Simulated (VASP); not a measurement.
# Zr3H2 (P-3m1) in VASP: further runs

The runs below take Zr3H2 through single point, relaxation of cell and atoms, with PBE.

All numbers are computed with VASP 6.6.1; they aren't measurements. Logs are shortened: lines on timing, memory, paths and dates and some standing lists are left out, and cuts for length are marked.

## (1) The cell of the first run

Symmetry: P-3m1, No. 164, trigonal system. The conventional cell has a = 3.231 Å, b = 3.231 Å, c = 7.967 Å, α = 90.00°, β = 90.00°, γ = 120.00°. Within 3.0 Å of Zr (site symmetry -3m) lie 6 H at 2.27 Å. Zr (site symmetry 3m) has 3 H at 2.34 Å and 12 Zr at 3.17 to 3.28 Å within 3.3 Å. H (site symmetry 3m) has 6 Zr at 2.27 to 2.34 Å within 3.0 Å.

## (2) Single point, PBE

INCAR reads:

```
PREC = Accurate ; ENCUT = 520
EDIFF = 1E-7 ; ISMEAR = 0
SIGMA = 0.1 ; LREAL = False
LASPH = True ; NELM = 100
ALGO = Fast ; ISIF = 2
LWAVE = False ; LCHARG = False
GGA = PE ; NBANDS = 27
```

KPOINTS reads:

```
regular mesh
0
Gamma
  12 12 6
```

POSCAR reads:

```
Zr3H2
1.0
    3.2305169638      0.0000000000      0.0000000000
   -1.6152584819      2.7977097580      0.0000000000
    0.0000000000      0.0000000000      7.9666013642
Zr H
3 2
Direct
    0.0000000000      0.0000000000      0.0000000000
    0.3333333333      0.6666666667      0.6611204874
    0.6666666667      0.3333333333      0.3388795126
    0.3333333333      0.6666666667      0.1623344650
    0.6666666667      0.3333333333      0.8376655350
```

Potentials or basis: VASP PAW PBE potentials, release 64 (Zr_sv, H).

Run with:

```sh
$ cat potpaw_PBE.64/Zr_sv/POTCAR potpaw_PBE.64/H/POTCAR > POTCAR
$ mpirun -np 1 vasp_std > vasp.out
```

OUTCAR:

```text
PREC = Accurate
   ENCUT = 520
   EDIFF = 1E-7
   ISMEAR = 0
   LREAL = False
   LASPH = True
   NELM = 100
   ISIF = 2
   GGA = PE

 ion  position               nearest neighbor table
   1  0.000  0.000  0.000-   4 2.27   5 2.27   4 2.27   5 2.27   5 2.27   4 2.27   2 3.28   3 3.28
                             2 3.28   3 3.28   2 3.28   3 3.28
   2  0.333  0.667  0.661-   5 2.34   5 2.34   5 2.34   3 3.17   3 3.17   3 3.17   1 3.28   1 3.28
                             1 3.28
   3  0.667  0.333  0.339-   4 2.34   4 2.34   4 2.34   2 3.17   2 3.17   2 3.17   1 3.28   1 3.28
                             1 3.28
   4  0.333  0.667  0.162-   1 2.27   1 2.27   1 2.27   3 2.34   3 2.34   3 2.34
   5  0.667  0.333  0.838-   1 2.27   1 2.27   1 2.27   2 2.34   2 2.34   2 2.34

  LATTYP: Found a hexagonal cell.
 ALAT       =     3.2305169638
 C/A-ratio  =     2.4660453585

  Lattice vectors:

 A1 = (   3.2305169638,   0.0000000000,   0.0000000000)
 A2 = (  -1.6152584819,   2.7977097580,   0.0000000000)
 A3 = (   0.0000000000,   0.0000000000,   7.9666013642)

Analysis of symmetry for initial positions (statically):
=====================================================================
 Subroutine PRICEL returns:
 Original cell was already a primitive cell.

 Routine SETGRP: Setting up the symmetry group for a
 hexagonal supercell.

 Subroutine GETGRP returns: Found 12 space group operations
 (whereof 12 operations were pure point group operations)
 out of a pool of 24 trial point group operations.

The static configuration has the point symmetry D_3d.

Analysis of symmetry for dynamics (positions and initial velocities):
=====================================================================
 Subroutine PRICEL returns:
 Original cell was already a primitive cell.

 Routine SETGRP: Setting up the symmetry group for a
 hexagonal supercell.

 Subroutine GETGRP returns: Found 12 space group operations
 (whereof 12 operations were pure point group operations)
 out of a pool of 24 trial point group operations.

The dynamic configuration has the point symmetry D_3d.

 Subroutine INISYM returns: Found 12 space group operations
 (whereof 12 operations are pure point group operations),
 and found     1 'primitive' translations

----------------------------------------------------------------------------------------

                                     Primitive cell

  volume of cell :      72.0025

  direct lattice vectors                    reciprocal lattice vectors
     3.230516964  0.000000000  0.000000000     0.309547980  0.178717609  0.000000000
    -1.615258482  2.797709758  0.000000000     0.000000000  0.357435219  0.000000000
     0.000000000  0.000000000  7.966601364     0.000000000  0.000000000  0.125524041

  length of vectors
     3.230516964  3.230516964  7.966601364     0.357435219  0.357435219  0.125524041

  position of ions in fractional coordinates (direct lattice)
     0.000000000  0.000000000  0.000000000
     0.333333333  0.666666667  0.661120487
     0.666666667  0.333333333  0.338879513
     0.333333333  0.666666667  0.162334465
     0.666666667  0.333333333  0.837665535

  ion indices of the primitive-cell ions
   primitive index   ion index
                 1           1
                 2           2
                 3           3
                 4           4
                 5           5

----------------------------------------------------------------------------------------

 KPOINTS: regular mesh

Automatic generation of k-mesh.
 Grid dimensions read from file:
 generate k-points for:   12   12    6

 Generating k-lattice:

  Cartesian coordinates                     Fractional coordinates (reciprocal lattice)
     0.025795665  0.014893134  0.000000000     0.083333333  0.000000000  0.000000000
     0.000000000  0.029786268  0.000000000     0.000000000  0.083333333  0.000000000
     0.000000000  0.000000000  0.020920674     0.000000000  0.000000000  0.166666667

  Length of vectors
     0.029786268  0.029786268  0.020920674

  Shift w.r.t. Gamma in fractional coordinates (k-lattice)
     0.000000000  0.000000000  0.000000000

 Subroutine IBZKPT returns following result:
 ===========================================

 Found    100 irreducible k-points:

 Following reciprocal coordinates:
            Coordinates               Weight
  0.000000  0.000000  0.000000      1.000000
  0.083333  0.000000  0.000000      6.000000
  0.166667  0.000000  0.000000      6.000000
  0.250000  0.000000  0.000000      6.000000
  0.333333  0.000000  0.000000      6.000000
  0.416667  0.000000  0.000000      6.000000
[... 16 lines left out ...]
  0.166667  0.000000  0.166667      6.000000
  0.000000  0.166667  0.166667      6.000000
 [... further k-points ...]
   k-points           NKPTS =    100   k-points in BZ     NKDIM =    100   number of bands    NBANDS=     27
   number of dos      NEDOS =    301   number of ions     NIONS =      5
   total plane-waves  NPLWV =  34560
   dimension x,y,z NGX =    24 NGY =   24 NGZ =   60
   dimension x,y,z NGXF=    48 NGYF=   48 NGZF=  120
   ions per type =               3   2
   NGX,Y,Z   is equivalent  to a cutoff of  12.35, 12.35, 12.52 a.u.
   NGXF,Y,Z  is equivalent  to a cutoff of  24.70, 24.70, 25.04 a.u.
 SYSTEM =  unknown system
   PREC   = accura    normal or accurate (medium, high low for compatibility)
   ISTART =      0    job   : 0-new  1-cont  2-samecut
   ICHARG =      2    charge: 1-file 2-atom 10-const
   ISPIN  =      1    spin polarized calculation?
   LNONCOLLINEAR =      F non collinear calculations
   LSORBIT =      F    spin-orbit coupling
   LASPH  =      T    aspherical Exc in radial PAW
   ENCUT  =  520.0 eV  38.22 Ry    6.18 a.u.   6.01  6.01 14.81*2*pi/ulx,y,z
   NELM   =    100;   NELMIN=  2; NELMDL= -5     # of ELM steps
   EDIFF  = 0.1E-06   stopping-criterion for ELM
   LREAL  =      F    real-space projection
   EDIFFG = 0.1E-05   stopping-criterion for IOM
   NSW    =      0    number of steps for IOM
   IBRION =     -1    ionic relax: 0-MD 1-quasi-New 2-CG
   NFREE  =      0    steps in history (QN), initial steepest desc. (CG)
   ISIF   =      2    stress and relaxation
   ISYM   =      2    0-nonsym 1-usesym 2-fastsym
   POTIM  = 0.5000    time-step for ionic-motion
   TEBEG  =    0.0;   TEEND  =   0.0 temperature during run
   PSTRESS=    0.0 pullay stress
   NELECT =      38.0000    total number of electrons
   NUPDOWN=      -1.0000    fix difference up-down
   EMIN   =  10.00;   EMAX   =-10.00  energy-range for DOS
   EFERMI =   0.00;   METHOD = LEGACY
   ISMEAR =     0;   SIGMA  =   0.10  broadening in eV -4-tet -1-fermi 0-gaus
   EFERMI_NEDOS =   21; number of points for ismear=-14 and -15
   IALGO  =     68    algorithm
   IMIX   =      4    mixing-type and parameters
     AMIX     =   0.40;   BMIX     =  1.00
     AMIX_MAG =   1.60;   BMIX_MAG =  1.00
  volume/ion in A,a.u.               =      14.40        97.18
  Fermi-wavevector in a.u.,A,eV,Ry     =   1.322980  2.500071 23.813969  1.750277
  Thomas-Fermi vector in A             =   2.452622
   LORBIT       =      0    0 simple, 1 ext, 2 COOP (PROOUT), +10 PAW based schemes
   GGA     = PE    functional components
   LHFCALC =     F    Hartree Fock is set to
   AEXX    =    0.0000 exact exchange contribution
   IVDW    =     0    specifies the selected vdW correction
   LEPSILON=     F    determine dielectric tensor
   LRPA    =     F    only Hartree local field effects (RPA)
 non-spin polarized calculation
 RMM-DIIS sequential band-by-band and
 Gauss-broadening in eV      SIGMA  =   0.10
  energy-cutoff  :      520.00
  volume of cell :       72.00
 maximum number of plane-waves:      1965
   NGX = 13   NGY = 13   NGZ = 29

 number of electron      38.0000002 magnetization

 Free energy of the ion-electron system (eV)
  ---------------------------------------------------
  ext. energy  EPLUGINS =         0.00000000
  ---------------------------------------------------
  free energy    TOTEN  =       -33.57849642 eV

  energy without entropy =      -33.55055592  energy(sigma->0) =      -33.56452617

 E-fermi :   9.1133     XC(G=0): -11.2979

 val. band max:        9.1118414092   @ k =   0.4167   0.0000   0.0000
 cond. band min:       9.1172490629   @ k =   0.3333   0.2500   0.5000
 fundamental gap:      0.0054076537
 Fermi energy:         9.1133254746

 k-point     1 :       0.0000    0.0000    0.0000
  band No.  band energies     occupation
      1     -39.6793      2.00000
      2     -39.6009      2.00000
      3     -39.5642      2.00000
      4     -17.9529      2.00000
      5     -17.9459      2.00000
      6     -17.3504      2.00000
[... 19 lines left out ...]
     26      12.1997      0.00000
     27      12.7676      0.00000

 k-point     2 :       0.0833    0.0000    0.0000
  band No.  band energies     occupation
      1     -39.6718      2.00000
      2     -39.5957      2.00000
      3     -39.5596      2.00000
      4     -17.9435      2.00000
      5     -17.9371      2.00000
      6     -17.4002      2.00000
[... 19 lines left out ...]
     26      12.1780      0.00000
     27      12.4029      0.00000

 k-point     3 :       0.1667    0.0000    0.0000
  band No.  band energies     occupation
      1     -39.6508      2.00000
      2     -39.5817      2.00000
      3     -39.5474      2.00000
      4     -17.9268      2.00000
      5     -17.9145      2.00000
      6     -17.5232      2.00000
[... 594 lines left out ...]
      1     -39.6480      2.00000
      2     -39.5891      2.00000
      3     -39.5428      2.00000
      4     -18.0008      2.00000
      5     -17.8155      2.00000
      6     -17.5384      2.00000
[... 19 lines left out ...]
     26      11.9262      0.00000
     27      12.0730      0.00000

 k-point    24 :       0.0000    0.1667    0.1667
  band No.  band energies     occupation
      1     -39.6475      2.00000
      2     -39.5902      2.00000
      3     -39.5421      2.00000
      4     -18.0135      2.00000
      5     -17.8142      2.00000
      6     -17.5074      2.00000
[... 19 lines left out ...]
     26      11.4020      0.00000
     27      12.4331      0.00000

 [... further k-points ...]

------------------------ aborting loop because EDIFF is reached ----------------------------------------

  FORCE on cell =-STRESS in cart. coord.  units (eV):
  Direction    XX          YY          ZZ          XY          YZ          ZX
  --------------------------------------------------------------------------------------
  -------------------------------------------------------------------------------------
  Total       -0.0079090     -0.0079090     -0.0049279      0.0000000      0.0000000      0.0000000
  in kB       -0.1759888     -0.1759888     -0.1096540      0.0000000      0.0000000      0.0000000
  external PRESSURE =      -0.1538772 kB  Pullay stress =       0.0000000 kB

 VOLUME and BASIS-vectors are now :
 -----------------------------------------------------------------------------
  energy-cutoff  :      520.00
  volume of cell :       72.00
      direct lattice vectors                 reciprocal lattice vectors
     3.230516964  0.000000000  0.000000000     0.309547980  0.178717609  0.000000000
    -1.615258482  2.797709758  0.000000000     0.000000000  0.357435219  0.000000000
     0.000000000  0.000000000  7.966601364     0.000000000  0.000000000  0.125524041

 POSITION                                       TOTAL-FORCE (eV/Angst)
 -----------------------------------------------------------------------------------
      0.00000      0.00000      0.00000         0.000000      0.000000      0.000000
     -0.00000      1.86514      5.26688        -0.000000      0.000000      0.003801
      1.61526      0.93257      2.69972         0.000000      0.000000     -0.003801
     -0.00000      1.86514      1.29325        -0.000000     -0.000000      0.003982
      1.61526      0.93257      6.67335         0.000000      0.000000     -0.003982
 -----------------------------------------------------------------------------------
    total drift:                                0.000000     -0.000000      0.000000

  FREE ENERGIE OF THE ION-ELECTRON SYSTEM (eV)
  ---------------------------------------------------
  free  energy   TOTEN  =       -33.5784964177 eV

  energy  without entropy=      -33.5505559216  energy(sigma->0) =      -33.56452617
```

It took 9.2 min on 1 thread of Oxide Virtual Turin-like, shared host; peak memory 0.25 GiB.

Results:

* Free energy: -33.5785 eV
* Pressure: 0.0 GPa
* Largest force: 0.004 eV/Å
* Band gap on the k mesh: zero (bands 19 and 20 overlap by 1.06 eV)

Forces on the atoms (eV/Å):
```
Zr   0.000  0.000  0.000
Zr   0.000  0.000  0.004
Zr   0.000  0.000 -0.004
H    0.000  0.000  0.004
H    0.000  0.000 -0.004
```

Levels at points of the mesh, in eV from the Fermi level:
```tsv
k point	band 17	band 18	band 19	band 20	band 21	band 22
(0.00, 0.00, 0.00)	-0.54	0.64	0.64	0.80	0.85	0.85
(0.50, 0.00, 0.00)	-2.24	-1.17	0.11	0.33	1.08	1.26
(0.00, 0.00, 0.50)	-0.18	0.42	0.42	0.43	1.08	1.08
(0.50, 0.00, 0.50)	-1.87	-0.97	0.28	0.44	0.55	1.11
```

## (3) Relaxation of cell and atoms, PBE

INCAR reads:

```
SYSTEM = Zr3H2
ALGO = Fast
EDIFF = 1E-6
EDIFFG = -0.01
ENCUT = 600
GGA = PE
IBRION = 2
ISIF = 3
ISMEAR = 0
LASPH = .True.
LCHARG = .False.
LREAL = .False.
LWAVE = .False.
NELM = 60
NSW = 100
PREC = Accurate
SIGMA = 0.1
```

KPOINTS reads:

```
k-points
0
Gamma
  12 12 6
  0 0 0
```

POSCAR reads:

```
Zr3H2
1.0
    3.2279065835      0.0000000000      0.0000000000
   -1.6139532918      2.7954491024      0.0000000000
    0.0000000000      0.0000000000      7.9951288166
Zr H
3 2
Direct
    0.0000000000      0.0000000000      0.0000000000
    0.3333333333      0.6666666667      0.6616696220
    0.6666666667      0.3333333333      0.3383303780
    0.3333333333      0.6666666667      0.1613000666
    0.6666666667      0.3333333333      0.8386999334
```

Potentials or basis: VASP PAW PBE potentials, release 64 (Zr_sv, H).

Run with:

```sh
$ cat potpaw_PBE.64/Zr_sv/POTCAR potpaw_PBE.64/H/POTCAR > POTCAR
$ mpirun -np 1 vasp_std > vasp.out
```

It took 18 min on 1 thread of Oxide Virtual Turin-like, shared host; peak memory 0.32 GiB.

The run converged. Its results:

- Free energy: -33.5791 eV
- Relaxed volume: 14.40 Å³/atom
- Relaxed cell: a = 3.230 Å, b = 3.230 Å, c = 7.967 Å, α = 90.00°, β = 90.00°, γ = 120.00°
- Space group after relaxing (to 0.1 Å): P-3m1 (No. 164)
- Energy gained by relaxing: 0.2 meV/atom
- Ionic steps: 10
- Pressure after relaxing: 0.0 GPa
- Largest force after relaxing: 0.005 eV/Å
- Band gap on the k mesh: zero (bands 19 and 20 overlap by 1.06 eV)

Forces in eV/Å, atoms in the order of the input:
```
Zr   0.000  0.000  0.000
Zr   0.000  0.000  0.005
Zr   0.000  0.000 -0.005
H    0.000  0.000  0.005
H    0.000  0.000 -0.005
```

The path:
```
step  energy change (eV)  largest force (eV/Å)  pressure (GPa)  volume (Å³)
   1              0.0000                0.0386           -0.14        72.14
   2             -0.0006                0.0202            0.05        72.01
   3             -0.0007                0.0169            0.09        71.97
   4             -0.0006                0.0160            0.20        71.90
   5             -0.0007                0.0167            0.13        71.96
   6             -0.0007                0.0141           -0.04        72.07
   7             -0.0007                0.0146           -0.04        72.05
   8             -0.0008                0.0125           -0.03        72.05
   9             -0.0008                0.0122           -0.01        72.03
  10             -0.0009                0.0055            0.01        72.01
```

Final structure:
```
Zr H
1.0
     3.23046    0.00000    0.00000
    -1.61523    2.79766    0.00000
     0.00000    0.00000    7.96749
Zr H
3 2
Direct
  0.00000 0.00000 0.00000
  0.33333 0.66667 0.66110
  0.66667 0.33333 0.33890
  0.33333 0.66667 0.16225
  0.66667 0.33333 0.83775
```

Levels at points of the mesh, in eV from the Fermi level:
```
           k point  band 15  band 16  band 17  band 18  band 19  band 20  band 21  band 22  band 23
(0.00, 0.00, 0.00)    -3.83    -1.80    -0.54     0.64     0.64     0.80     0.85     0.85     0.87
(0.50, 0.00, 0.00)    -2.72    -2.25    -2.24    -1.17     0.11     0.32     1.09     1.26     2.36
(0.00, 0.00, 0.50)    -3.22    -2.21    -0.19     0.42     0.42     0.43     1.08     1.08     1.12
(0.50, 0.00, 0.50)    -3.23    -1.89    -1.87    -0.97     0.28     0.45     0.55     1.10     3.11
```
